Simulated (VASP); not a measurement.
Here is a VASP 6.6.1 calculation.

File INCAR:

```
  PREC = Accurate
  ENCUT = 520
  EDIFF = 1E-8
  ISMEAR = -1
  SIGMA = 0.05
  LREAL = F
  LASPH = T
  NELM = 60
  ALGO = Normal
  ISIF = 2
  LWAVE = F
  LCHARG = F
  GGA = PE
  LEFG = T
  NBANDS = 21
```

KPOINTS

```
regular mesh
0
Gamma
  10 10 10
```

POSCAR

```
Ge
1.0
    0.0000000000      2.7710237968      2.7710237968
    2.7710237968      0.0000000000      2.7710237968
    2.7710237968      2.7710237968      0.0000000000
Ge
2
Direct
    0.5000000000      0.5000000000      0.5000000000
    0.7500000000      0.7500000000      0.7500000000
```

Potentials or basis: VASP PAW PBE potentials, release 64 (Ge_d).

The run is started by

```console
$ cat potpaw_PBE.64/Ge_d/POTCAR > POTCAR
$ mpirun -np 1 vasp_std > vasp.out
```

Q: What does it give for the pressure?

A: 9.0 GPa.

Q: Estimate the band gap on the k mesh.

A: 0.38 eV, indirect (least direct gap 0.62 eV).

Caveat: without QUAD_EFG the Cq values of the log hold for a quadrupole moment of 1 mb, not for the nuclei. A k mesh can miss the band edges.
